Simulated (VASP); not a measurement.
# Tc (P6_3/mmc) in VASP: vibrations by perturbation theory with PBE

Aim: the vibrations by perturbation theory of Tc with PBE.

All numbers are computed with VASP 6.6.1; they aren't measurements. Logs are shortened: lines on timing, memory, paths and dates and some standing lists are left out, and cuts for length are marked.

## Step 1: The cell of the first run

Symmetry: P6_3/mmc, No. 194, hexagonal system. Conventional cell: a = 2.752 Å, b = 2.752 Å, c = 4.401 Å, α = 90.00°, β = 90.00°, γ = 120.00°. Within 3.6 Å of Tc (site symmetry -6m2) lie 12 Tc at 2.71 to 2.75 Å.

## Step 2: Vibrations by perturbation theory, PBE

Contents of INCAR:

```
  ALGO = Normal
  EDIFF = 1E-8
  ENCUT = 520
  GGA = PE
  IBRION = 8
  ISIF = 2
  ISMEAR = 0
  LASPH = T
  LCHARG = F
  LREAL = F
  LWAVE = F
  NBANDS = 20
  NELM = 60
  NSW = 1
  PREC = Accurate
  SIGMA = 0.05
```

Contents of KPOINTS:

```
k-points
0
Gamma
  18 18 10
```

Contents of POSCAR:

```
Tc
1.0
    2.7520485012      0.0000000000      0.0000000000
   -1.3760242506      2.3833439145      0.0000000000
    0.0000000000      0.0000000000      4.4007408701
Tc
2
Direct
    0.3333333333      0.6666666667      0.2500000000
    0.6666666667      0.3333333333      0.7500000000
```

Potentials or basis: VASP PAW PBE potentials, release 64 (Tc_pv).

Started as:

```bash
> cat potpaw_PBE.64/Tc_pv/POTCAR > POTCAR
> mpirun -np 1 vasp_std > vasp.out
```

OUTCAR:

```text
EDIFF = 1E-8
   ENCUT = 520
   GGA = PE
   IBRION = 8
   ISIF = 2
   ISMEAR = 0
   LASPH = T
   LREAL = F
   NELM = 60
   NSW = 1
   PREC = Accurate

 ion  position               nearest neighbor table
   1  0.333  0.667  0.250-   2 2.71   2 2.71   2 2.71   2 2.71   2 2.71   2 2.71
   2  0.667  0.333  0.750-   1 2.71   1 2.71   1 2.71   1 2.71   1 2.71   1 2.71

  LATTYP: Found a hexagonal cell.
 ALAT       =     2.7520485012
 C/A-ratio  =     1.5990782387

  Lattice vectors:

 A1 = (   2.7520485012,   0.0000000000,   0.0000000000)
 A2 = (  -1.3760242506,   2.3833439145,   0.0000000000)
 A3 = (   0.0000000000,   0.0000000000,   4.4007408701)

Analysis of symmetry for initial positions (statically):
=====================================================================
 Subroutine PRICEL returns:
 Original cell was already a primitive cell.

 Routine SETGRP: Setting up the symmetry group for a
 hexagonal supercell.

 Subroutine GETGRP returns: Found 24 space group operations
 (whereof 12 operations were pure point group operations)
 out of a pool of 24 trial point group operations.

The static configuration has the point symmetry D_3d.
 The point group associated with its full space group is D_6h.

Analysis of symmetry for dynamics (positions and initial velocities):
=====================================================================
 Subroutine PRICEL returns:
 Original cell was already a primitive cell.

 Routine SETGRP: Setting up the symmetry group for a
 hexagonal supercell.

 Subroutine GETGRP returns: Found 24 space group operations
 (whereof 12 operations were pure point group operations)
 out of a pool of 24 trial point group operations.

The dynamic configuration has the point symmetry D_3d.
 The point group associated with its full space group is D_6h.

 Subroutine INISYM returns: Found 24 space group operations
 (whereof 12 operations are pure point group operations),
 and found     1 'primitive' translations

----------------------------------------------------------------------------------------

                                     Primitive cell

  volume of cell :      28.8648

  direct lattice vectors                    reciprocal lattice vectors
     2.752048501  0.000000000  0.000000000     0.363365689  0.209789278  0.000000000
    -1.376024251  2.383343915  0.000000000     0.000000000  0.419578557  0.000000000
     0.000000000  0.000000000  4.400740870     0.000000000  0.000000000  0.227234466

  length of vectors
     2.752048501  2.752048501  4.400740870     0.419578557  0.419578557  0.227234466

  position of ions in fractional coordinates (direct lattice)
     0.333333333  0.666666667  0.250000000
     0.666666667  0.333333333  0.750000000

  ion indices of the primitive-cell ions
   primitive index   ion index
                 1           1
                 2           2

----------------------------------------------------------------------------------------

 KPOINTS: k-points

Automatic generation of k-mesh.
 Grid dimensions read from file:
 generate k-points for:   18   18   10

 Generating k-lattice:

  Cartesian coordinates                     Fractional coordinates (reciprocal lattice)
     0.020186983  0.011654960  0.000000000     0.055555556  0.000000000  0.000000000
     0.000000000  0.023309920  0.000000000     0.000000000  0.055555556  0.000000000
     0.000000000  0.000000000  0.022723447     0.000000000  0.000000000  0.100000000

  Length of vectors
     0.023309920  0.023309920  0.022723447
[... 75 lines left out ...]
  volume/ion in A,a.u.               =      14.43        97.39
  Fermi-wavevector in a.u.,A,eV,Ry     =   1.581041  2.987734 34.010348  2.499690
  Thomas-Fermi vector in A             =   2.681177
   LORBIT       =      0    0 simple, 1 ext, 2 COOP (PROOUT), +10 PAW based schemes
   GGA     = PE    functional components
   LHFCALC =     F    Hartree Fock is set to
   AEXX    =    0.0000 exact exchange contribution
   IVDW    =     0    specifies the selected vdW correction
   LEPSILON=     F    determine dielectric tensor
   LRPA    =     F    only Hartree local field effects (RPA)
 non-spin polarized calculation
 Gauss-broadening in eV      SIGMA  =   0.05
  energy-cutoff  :      520.00
  volume of cell :       28.86
 maximum number of plane-waves:       792
   NGX = 11   NGY = 11   NGZ = 17

--------------------------------------- Ionic step        1  -------------------------------------------

 number of electron      25.9999996 magnetization

 Free energy of the ion-electron system (eV)
  ---------------------------------------------------
  ext. energy  EPLUGINS =         0.00000000
  ---------------------------------------------------
  free energy    TOTEN  =       -20.70452517 eV

  energy without entropy =      -20.70228405  energy(sigma->0) =      -20.70340461

 E-fermi :  12.4699     XC(G=0): -13.7466

 val. band max:       12.4685095021   @ k =   0.3333   0.2778   0.5000
 cond. band min:      12.4706046952   @ k =   0.1111   0.1111   0.0000
 fundamental gap:      0.0020951931
 Fermi energy:        12.4699025325

 k-point     1 :       0.0000    0.0000    0.0000
  band No.  band energies     occupation
      1     -26.9245      2.00000
      2     -25.8518      2.00000
      3     -25.8518      2.00000
      4     -25.6677      2.00000
      5     -25.6677      2.00000
      6     -25.6222      2.00000
[... 541 lines left out ...]
     19      23.9676      0.00000
     20      24.6818      0.00000

 [... further k-points ...]

------------------------ aborting loop because EDIFF is reached ----------------------------------------

  FORCE on cell =-STRESS in cart. coord.  units (eV):
  Direction    XX          YY          ZZ          XY          YZ          ZX
  --------------------------------------------------------------------------------------
  -------------------------------------------------------------------------------------
  Total       -0.1158900     -0.1158900     -0.1263105      0.0000000      0.0000000      0.0000000
  in kB       -6.4326193     -6.4326193     -7.0110258      0.0000000      0.0000000      0.0000000
  external PRESSURE =      -6.6254215 kB  Pullay stress =       0.0000000 kB

 VOLUME and BASIS-vectors are now :
 -----------------------------------------------------------------------------
  energy-cutoff  :      520.00
  volume of cell :       28.86
      direct lattice vectors                 reciprocal lattice vectors
     2.752048501  0.000000000  0.000000000     0.363365689  0.209789278  0.000000000
    -1.376024251  2.383343915  0.000000000     0.000000000  0.419578557  0.000000000
     0.000000000  0.000000000  4.400740870     0.000000000  0.000000000  0.227234466

 POSITION                                       TOTAL-FORCE (eV/Angst)
 -----------------------------------------------------------------------------------
     -0.00000      1.58890      1.10019        -0.000000      0.000000      0.000000
      1.37602      0.79445      3.30056         0.000000     -0.000000      0.000000
 -----------------------------------------------------------------------------------
    total drift:                                0.000000     -0.000000      0.000000

  FREE ENERGIE OF THE ION-ELECTRON SYSTEM (eV)
  ---------------------------------------------------
  free  energy   TOTEN  =       -20.7045251660 eV

  energy  without entropy=      -20.7022840453  energy(sigma->0) =      -20.70340461

[... ionic steps 2 to 3 ...]

--------------------------------------- Ionic step        4  -------------------------------------------

------------------------ aborting loop because EDIFF is reached ----------------------------------------

[... ionic steps 5 to 5 ...]

--------------------------------------- Ionic step        6  -------------------------------------------

 Free energy of the ion-electron system (eV)
  ---------------------------------------------------
  ---------------------------------------------------
  free energy    TOTEN  =        -1.08274903 eV

  energy without entropy =       -1.08274903

------------------------ aborting loop because EDIFF is reached ----------------------------------------

 INTERNAL STRAIN TENSOR  FOR ION    1  DIRECTION 3   (eV/Angst):
 -----------------------------------------------------------------------------
    -0.03030  0.00000 -0.00000
     0.00000 -0.03030  0.00000
     0.00000 -0.00000  0.06643

 INTERNAL STRAIN TENSOR FOR ION    2 for displacements in x,y,z  (eV/Angst):
          X           Y           Z          XY          YZ          ZX
  --------------------------------------------------------------------------------
  x     0.00000     0.00000     0.00000     3.60635     0.00000     0.00000
  y     3.60635    -3.60635     0.00000     0.00000     0.00000     0.00000
  z     0.00000     0.00000    -0.00000     0.00000    -0.00000     0.00000

 SECOND DERIVATIVES (NOT SYMMETRIZED)
 ------------------------------------
               1X          1Y          1Z          2X          2Y          2Z
  1X    -3.087416    0.000000    0.000000    3.087416    0.000000    0.000000
  1Y     0.000000   -3.087416    0.000000    0.000000    3.087416    0.000000
  1Z     0.000000    0.000000   -0.218439    0.000000    0.000000    0.218439
  2X     3.087416    0.000000    0.000000   -3.087416    0.000000    0.000000
  2Y     0.000000    3.087416    0.000000    0.000000   -3.087416    0.000000
  2Z     0.000000    0.000000    0.218439    0.000000    0.000000   -0.218439

 Eigenvectors and eigenvalues of the dynamical matrix
 ----------------------------------------------------

   1 f  =    3.906177 THz    24.543237 2PiTHz  130.296056 cm-1    16.154645 meV
             X         Y         Z           dx          dy          dz
     -0.000000  1.588896  1.100185     0.000012    0.707107   -0.000000
      1.376024  0.794448  3.300556    -0.000012   -0.707107    0.000000
[... 21 lines left out ...]
   6 f  =    0.000000 THz     0.000000 2PiTHz    0.000001 cm-1     0.000000 meV
             X         Y         Z           dx          dy          dz
     -0.000000  1.588896  1.100185    -0.013376   -0.092756    0.700869
      1.376024  0.794448  3.300556    -0.013376   -0.092756    0.700869

--------------------------------------------------------------------------------------------------------

 ELASTIC MODULI CONTR FROM IONIC RELAXATION (kBar)
 Direction    XX          YY          ZZ          XY          YZ          ZX
 --------------------------------------------------------------------------------
 XX        -233.8209    233.8209      0.0000      0.0000      0.0000      0.0000
 YY         233.8209   -233.8209     -0.0000     -0.0000     -0.0000      0.0000
 ZZ           0.0000     -0.0000     -0.0000      0.0000     -0.0000      0.0000
 XY           0.0000     -0.0000      0.0000   -233.8209      0.0000      0.0000
 YZ           0.0000     -0.0000     -0.0000      0.0000     -0.0000      0.0000
 ZX           0.0000      0.0000      0.0000      0.0000      0.0000      0.0000
 --------------------------------------------------------------------------------
```

It took 9.8 min on 1 thread of Intel Xeon Platinum 8488C (Sapphire Rapids), shared host; peak memory 1 GiB.

Results:

```
Highest phonon frequency at Γ : 130 cm⁻¹
```

Phonon frequencies in cm⁻¹ (negative: imaginary):
| q point | frequencies |
| --- | --- |
| (0.000, 0.000, 0.000) | 0 0 0 35 130 130 |
